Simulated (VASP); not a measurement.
MnO2, 3 atoms in the cell. Symmetry: R-3m, No. 166, trigonal system. Conventional cell: a = 2.857 Å, b = 2.857 Å, c = 13.752 Å, α = 90.00°, β = 90.00°, γ = 120.00°. Within 2.5 Å of Mn (site symmetry -3m) lie 6 O at 1.90 Å. O (site symmetry 3m) has 3 Mn at 1.90 Å and 3 O at 2.51 Å within 2.6 Å. 

```yaml
Program: VASP 6.6.1
Task: single point
Functional: PBE
Potentials_or_basis: VASP PAW PBE potentials, release 64 (Mn_pv, O)
Cutoff: 600 eV
k_mesh: 2 × 2 × 2
Occupations: gaussian, width 0.1 eV
Spin: collinear spin, ferromagnetic start
Starting_moments: "[2.74, 0.0, 0.0] μB"
Dipole_correction: no
Charge: 1
Further_INCAR_settings: ALGO = Normal; EDIFF = 1e-06; NBANDS = 24; NELECT = 24.0
```

Potentials or basis: VASP PAW PBE potentials, release 64 (Mn_pv, O).

The run is started by

```sh
$ cat potpaw_PBE.64/Mn_pv/POTCAR potpaw_PBE.64/O/POTCAR > POTCAR
$ mpirun -np 1 vasp_std > vasp.out
```

Hardware: 1 thread of AMD EPYC 9R45 96-Core Processor (Zen 5), on a shared host.

How long does it take, and how much memory?

Run time: 24 s on 1 thread of AMD EPYC 9R45 96-Core Processor (Zen 5) (shared host), peak memory 0.24 GiB. Counts: scf iterations 19, k points 4.
